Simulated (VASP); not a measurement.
# BN (P6_3mc) in VASP: a series of runs

The runs below take BN through elastic constants, vibrations by perturbation theory, with LDA.

All numbers are computed with VASP 6.6.1; they aren't measurements. Logs are shortened: lines on timing, memory, paths and dates and some standing lists are left out, and cuts for length are marked.

## (1) The cell of the first run

The structure is hexagonal, space group P6_3mc (No. 186). The conventional cell has a = 2.517 Å, b = 2.517 Å, c = 4.165 Å, α = 90.00°, β = 90.00°, γ = 120.00°. Within 2.1 Å of B (site symmetry 3m) lie 4 N at 1.54 to 1.56 Å. Within 2.1 Å of N (site symmetry 3m) lie 4 B at 1.54 to 1.56 Å.

## (2) Elastic constants, LDA

INCAR

```
SYSTEM = BN
PREC = Accurate
ENCUT = 600
EDIFF = 1E-8
ISMEAR = 0
SIGMA = 0.01
LREAL = .False.
LASPH = .True.
NELM = 80
ALGO = Normal
ISIF = 3
LWAVE = .False.
LCHARG = .False.
GGA = CA
IBRION = 6
NFREE = 2
POTIM = 0.015
NSW = 1
```

KPOINTS

```
Automatic mesh
0
Gamma
  12 12 6
  0 0 0
```

POSCAR

```
BN
1.0
    2.5169476407      0.0000000000      0.0000000000
   -1.2584738203      2.1797405969      0.0000000000
    0.0000000000      0.0000000000      4.1651012075
B N
2 2
Direct
    0.6666666667      0.3333333333      0.9996713841
    0.3333333333      0.6666666667      0.4996713841
    0.6666666667      0.3333333333      0.6253286159
    0.3333333333      0.6666666667      0.1253286159
```

Potentials or basis: VASP PAW LDA potentials, release 64 (B, N).

On the command line:

```bash
$ cat potpaw_LDA.64/B/POTCAR potpaw_LDA.64/N/POTCAR > POTCAR
$ mpirun -np 1 vasp_std > vasp.out
```

OUTCAR:

```text
SYSTEM = BN
   PREC = Accurate
   ENCUT = 600
   EDIFF = 1E-8
   ISMEAR = 0
   LREAL = .False.
   LASPH = .True.
   NELM = 80
   ISIF = 3
   GGA = CA
   IBRION = 6
   NFREE = 2
   POTIM = 0.015
   NSW = 1

 ion  position               nearest neighbor table
   1  0.667  0.333  1.000-   4 1.54   4 1.54   4 1.54   3 1.56
   2  0.333  0.667  0.500-   3 1.54   3 1.54   3 1.54   4 1.56
   3  0.667  0.333  0.625-   2 1.54   2 1.54   2 1.54   1 1.56
   4  0.333  0.667  0.125-   1 1.54   1 1.54   1 1.54   2 1.56

  LATTYP: Found a hexagonal cell.
 ALAT       =     2.5169476407
 C/A-ratio  =     1.6548223492

  Lattice vectors:

 A1 = (   2.5169476407,   0.0000000000,   0.0000000000)
 A2 = (  -1.2584738203,   2.1797405969,   0.0000000000)
 A3 = (   0.0000000000,   0.0000000000,   4.1651012075)

Analysis of symmetry for initial positions (statically):
=====================================================================
 Subroutine PRICEL returns:
 Original cell was already a primitive cell.

 Routine SETGRP: Setting up the symmetry group for a
 hexagonal supercell.

 Subroutine GETGRP returns: Found 12 space group operations
 (whereof  6 operations were pure point group operations)
 out of a pool of 24 trial point group operations.

The static configuration has the point symmetry C_3v.
 The point group associated with its full space group is C_6v.

Analysis of symmetry for dynamics (positions and initial velocities):
=====================================================================
 Subroutine PRICEL returns:
 Original cell was already a primitive cell.

 Routine SETGRP: Setting up the symmetry group for a
 hexagonal supercell.

 Subroutine GETGRP returns: Found 12 space group operations
 (whereof  6 operations were pure point group operations)
 out of a pool of 24 trial point group operations.

The dynamic configuration has the point symmetry C_3v.
 The point group associated with its full space group is C_6v.

 Subroutine INISYM returns: Found 12 space group operations
 (whereof  6 operations are pure point group operations),
 and found     1 'primitive' translations

----------------------------------------------------------------------------------------

                                     Primitive cell

  volume of cell :      22.8510

  direct lattice vectors                    reciprocal lattice vectors
     2.516947641  0.000000000  0.000000000     0.397306636  0.229385093  0.000000000
    -1.258473820  2.179740597  0.000000000     0.000000000  0.458770186  0.000000000
     0.000000000  0.000000000  4.165101208     0.000000000  0.000000000  0.240090204

  length of vectors
     2.516947641  2.516947641  4.165101208     0.458770186  0.458770186  0.240090204

  position of ions in fractional coordinates (direct lattice)
     0.666666667  0.333333333  0.999671384
     0.333333333  0.666666667  0.499671384
     0.666666667  0.333333333  0.625328616
     0.333333333  0.666666667  0.125328616

  ion indices of the primitive-cell ions
   primitive index   ion index
                 1           1
                 2           2
                 3           3
                 4           4

----------------------------------------------------------------------------------------

 KPOINTS: Automatic mesh

Automatic generation of k-mesh.
 Grid dimensions read from file:
 generate k-points for:   12   12    6

 Generating k-lattice:

  Cartesian coordinates                     Fractional coordinates (reciprocal lattice)
     0.033108886  0.019115424  0.000000000     0.083333333  0.000000000  0.000000000
     0.000000000  0.038230849  0.000000000     0.000000000  0.083333333  0.000000000
     0.000000000  0.000000000  0.040015034     0.000000000  0.000000000  0.166666667

  Length of vectors
     0.038230849  0.038230849  0.040015034

  Shift w.r.t. Gamma in fractional coordinates (k-lattice)
     0.000000000  0.000000000  0.000000000

 Subroutine IBZKPT returns following result:
[... 71 lines left out ...]
  Fermi-wavevector in a.u.,A,eV,Ry     =   1.453717  2.747127 28.753112  2.113294
  Thomas-Fermi vector in A             =   2.570951
   LORBIT       =      0    0 simple, 1 ext, 2 COOP (PROOUT), +10 PAW based schemes
   GGA     = CA    functional components
   LHFCALC =     F    Hartree Fock is set to
   AEXX    =    0.0000 exact exchange contribution
   IVDW    =     0    specifies the selected vdW correction
   LEPSILON=     F    determine dielectric tensor
   LRPA    =     F    only Hartree local field effects (RPA)
 finite differences with symmetry
 non-spin polarized calculation
 Gauss-broadening in eV      SIGMA  =   0.01
  energy-cutoff  :      600.00
  volume of cell :       22.85
 maximum number of plane-waves:       777
 NGX is ok and might be reduce to    20
   NGX =  9   NGY =  9   NGZ = 17

--------------------------------------- Ionic step        1  -------------------------------------------

 number of electron      16.0000002 magnetization

 Free energy of the ion-electron system (eV)
  ---------------------------------------------------
  ext. energy  EPLUGINS =         0.00000000
  ---------------------------------------------------
  free energy    TOTEN  =       -38.75771389 eV

  energy without entropy =      -38.75771389  energy(sigma->0) =      -38.75771389

------------------------ aborting loop because EDIFF is reached ----------------------------------------

  FORCE on cell =-STRESS in cart. coord.  units (eV):
  Direction    XX          YY          ZZ          XY          YZ          ZX
  --------------------------------------------------------------------------------------
  -------------------------------------------------------------------------------------
  Total        0.5368076      0.5368076      0.5313836      0.0000000      0.0000000     -0.0000000
  in kB       37.6378377     37.6378377     37.2575425      0.0000000      0.0000000     -0.0000000
  external PRESSURE =      37.5110726 kB  Pullay stress =       0.0000000 kB
[... 95 lines left out ...]
  FREE ENERGIE OF THE ION-ELECTRON SYSTEM (eV)
  ---------------------------------------------------
  free  energy   TOTEN  =       -38.7325817682 eV

  energy  without entropy=      -38.7325817682  energy(sigma->0) =      -38.73258177

[... ionic steps 4 to 18 ...]

--------------------------------------- Ionic step       19  -------------------------------------------

 number of electron      16.0000001 magnetization

------------------------ aborting loop because EDIFF is reached ----------------------------------------
[... 71 lines left out ...]
--------------------------------------- Ionic step       21  -------------------------------------------

 number of electron      16.0000001 magnetization

 Free energy of the ion-electron system (eV)
  ---------------------------------------------------
  ext. energy  EPLUGINS =         0.00000000
  ---------------------------------------------------
  free energy    TOTEN  =       -38.75325174 eV

  energy without entropy =      -38.75325174  energy(sigma->0) =      -38.75325174

 E-fermi :   8.0260     XC(G=0): -13.2571

 val. band max:        7.9436230915   @ k =   0.0000   0.0000   0.0000
 cond. band min:      12.9499543681   @ k =   0.3333   0.3333   0.0000
 fundamental gap:      5.0063312766
 Fermi energy:         8.0259983697

 k-point     1 :       0.0000    0.0000    0.0000
  band No.  band energies     occupation
      1     -12.6615      2.00000
      2      -8.2858      2.00000
      3      -3.2783      2.00000
      4       5.7578      2.00000
      5       5.7578      2.00000
      6       7.7588      2.00000
      7       7.9436      2.00000
      8       7.9436      2.00000
      9      16.3697      0.00000
     10      16.3697      0.00000
     11      16.5637      0.00000
     12      18.0016      0.00000
[... 331 lines left out ...]
 k-point    24 :       0.3333    0.0000    0.1667
  band No.  band energies     occupation
      1     -10.1274      2.00000
      2      -7.2040      2.00000
      3      -1.0777      2.00000
      4       0.4060      2.00000
      5       1.8883      2.00000
      6       3.4942      2.00000
      7       5.4311      2.00000
      8       5.9561      2.00000
      9      14.9059      0.00000
     10      16.3277      0.00000
     11      19.0574      0.00000
     12      19.1308      0.00000

 [... further k-points ...]
[... 5 lines left out ...]
  --------------------------------------------------------------------------------------
  -------------------------------------------------------------------------------------
  Total        0.5716995      0.5716995      0.5170223      0.0000000     -0.0000000     -0.0000000
  in kB       40.0842552     40.0842552     36.2506121      0.0000000     -0.0000000     -0.0000000
  external PRESSURE =      38.8063742 kB  Pullay stress =       0.0000000 kB
[... 19 lines left out ...]
  FREE ENERGIE OF THE ION-ELECTRON SYSTEM (eV)
  ---------------------------------------------------
  free  energy   TOTEN  =       -38.7532517432 eV

  energy  without entropy=      -38.7532517432  energy(sigma->0) =      -38.75325174

 INTERNAL STRAIN TENSORS FROM STRAINED CELLS
 ============================================

 INTERNAL STRAIN TENSOR FOR ION    1 for displacements in x,y,z  (eV/Angst):
          X           Y           Z          XY          YZ          ZX
  --------------------------------------------------------------------------------
  x     0.00000    -0.00000     0.00000     3.60870     0.00000     3.47910
  y     3.62581    -3.64928     0.00000    -0.00001     3.47526     0.00003
  z     2.13360     2.14012    -1.94364    -0.00006     0.00402     0.00005

 INTERNAL STRAIN TENSORS FROM DISPLACED ATOMS
 ============================================

 INTERNAL STRAIN TENSOR FOR ION    1 for displacements in x,y,z  (eV/Angst):
          X           Y           Z          XY          YZ          ZX
  --------------------------------------------------------------------------------
  x     0.00000    -0.00000    -0.00000     3.61413     0.00000     3.47654
  y     3.61413    -3.61413     0.00000    -0.00000     3.47654     0.00000
  z     2.12077     2.12077    -1.90144     0.00000     0.00000     0.00000

 INTERNAL STRAIN TENSOR FOR ION    4 for displacements in x,y,z  (eV/Angst):
          X           Y           Z          XY          YZ          ZX
  --------------------------------------------------------------------------------
  x    -0.00000     0.00000    -0.00000    -5.75740    -0.00000    -3.47824
  y    -5.75740     5.75740    -0.00000     0.00000    -3.47824    -0.00000
  z    -2.12011    -2.12011     1.89980    -0.00000     0.00000     0.00000

 Eigenvectors and eigenvalues of the dynamical matrix
 ----------------------------------------------------

   1 f  =   34.227052 THz   215.054913 2PiTHz 1141.691578 cm-1   141.551651 meV
             X         Y         Z           dx          dy          dz
      1.258474  0.726580  4.163732    -0.000000   -0.000000   -0.631645
     -0.000000  1.453160  2.081182    -0.000000   -0.000000    0.631645
      1.258474  0.726580  2.604557     0.000000    0.000000   -0.317844
     -0.000000  1.453160  0.522006     0.000000    0.000000    0.317844
[... 71 lines left out ...]
  12 f/i=    0.000656 THz     0.004120 2PiTHz    0.021873 cm-1     0.002712 meV
             X         Y         Z           dx          dy          dz
      1.258474  0.726580  4.163732    -0.000000    0.000000    0.466764
     -0.000000  1.453160  2.081182    -0.000000    0.000000    0.466764
      1.258474  0.726580  2.604557    -0.000000    0.000000    0.531161
     -0.000000  1.453160  0.522006    -0.000000    0.000000    0.531161

--------------------------------------------------------------------------------------------------------

 ELASTIC MODULI CONTR FROM IONIC RELAXATION (kBar)
 Direction    XX          YY          ZZ          XY          YZ          ZX
 --------------------------------------------------------------------------------
 XX        -193.2605    143.3068     22.3876     -0.0000      0.0000     -0.0000
 YY         143.3068   -193.2605     22.3876     -0.0000      0.0000      0.0000
 ZZ          22.3876     22.3876    -20.0667      0.0000     -0.0000      0.0000
 XY          -0.0000     -0.0000      0.0000   -168.2836      0.0000     -0.0000
 YZ           0.0000     -0.0000     -0.0000      0.0000    -63.2634     -0.0000
 ZX          -0.0000      0.0000      0.0000     -0.0000     -0.0000    -63.2634
 --------------------------------------------------------------------------------

 TOTAL ELASTIC MODULI (kBar)
 Direction    XX          YY          ZZ          XY          YZ          ZX
 --------------------------------------------------------------------------------
 XX       10063.2342   1532.1550    665.9813      0.0000      0.0000     -0.0000
 YY        1532.1550  10063.2342    665.9813      0.0000      0.0000      0.0000
 ZZ         665.9813    665.9813  11189.2912      0.0000     -0.0000      0.0000
 XY           0.0000      0.0000      0.0000   4265.5396      0.0000     -0.0000
 YZ           0.0000     -0.0000     -0.0000      0.0000   3484.7179      0.0000
 ZX          -0.0000      0.0000      0.0000     -0.0000      0.0000   3484.7179
 --------------------------------------------------------------------------------
```

It took 5.7 min on 1 thread of AMD EPYC 9R45 (Zen 5), shared host; peak memory 0.32 GiB.

What came out:

- Voigt bulk modulus: 412 GPa
- Highest phonon frequency at Γ, LO-TO splitting left out: 1142 cm⁻¹

Phonon frequencies in cm⁻¹ (negative: imaginary):
```csv
q point,frequencies
"(0.000, 0.000, 0.000)",0 0 0 477 477 997 997 998 1061 1093 1093 1142
```

Elastic tensor in Voigt notation (GPa, in the Cartesian axes of the cell as first typed):
```
1006  153   67    0    0    0
 153 1006   67    0    0    0
  67   67 1119    0    0    0
   0    0    0  348    0    0
   0    0    0    0  348    0
   0    0    0    0    0  427
```

Clamped-ion elastic tensor (GPa):
```
1026  139   64    0    0    0
 139 1026   64    0    0    0
  64   64 1121    0    0    0
   0    0    0  355    0    0
   0    0    0    0  355    0
   0    0    0    0    0  443
```

Caveat: the cell is under stress, which shifts elastic constants.

(Part 1 of 2 ends here.)
